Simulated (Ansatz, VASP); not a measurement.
## TaN: VASP beside Ansatz

```
CELL_PARAMETERS angstrom
2.72578 0.00000 0.00000
-1.36289 2.36059 0.00000
0.00000 0.00000 2.71554
ATOMIC_POSITIONS crystal
Ta 0.00000 0.00000 0.00000
N 0.33333 0.66667 0.50000
```

Change from the starting cell: volume scaled by 0.8, PAW files.

Alike in both runs: task single point; functional PBE; k mesh 15 × 15 × 13; occupations fermi-dirac, width 0.05 eV; no spin polarisation.

|  | VASP | Ansatz |
| --- | --- | --- |
| version | VASP 6.6.1 | Ansatz 0.2.0 |
| potentials or method | VASP PAW PBE potentials, release 64 (Ta_pv, N) | PAW with Ansatz's default frozen-core files, scalar-relativistic |
| plane-wave cutoff (eV) | 520 | 420 |
| valence electrons in the cell | 16 | 18 |

Ansatz gave:

```
pressure (GPa)                                                : 120.8
traceless stress, the component that is largest in VASP (GPa) : 0.06
```

Estimate VASP's values.

pressure (GPa): 123.2; traceless stress, the component that is largest in VASP (GPa): 0.37.

Both programs put the cell under a high pressure, so it lies far from rest at this level. VASP's potentials hold 16 valence electrons a cell and Ansatz's 18, so a difference there can come from the potentials and not from the codes.

Neither program's run includes spin-orbit coupling. Noted on VASP's run: the cell as given lies far from equilibrium.
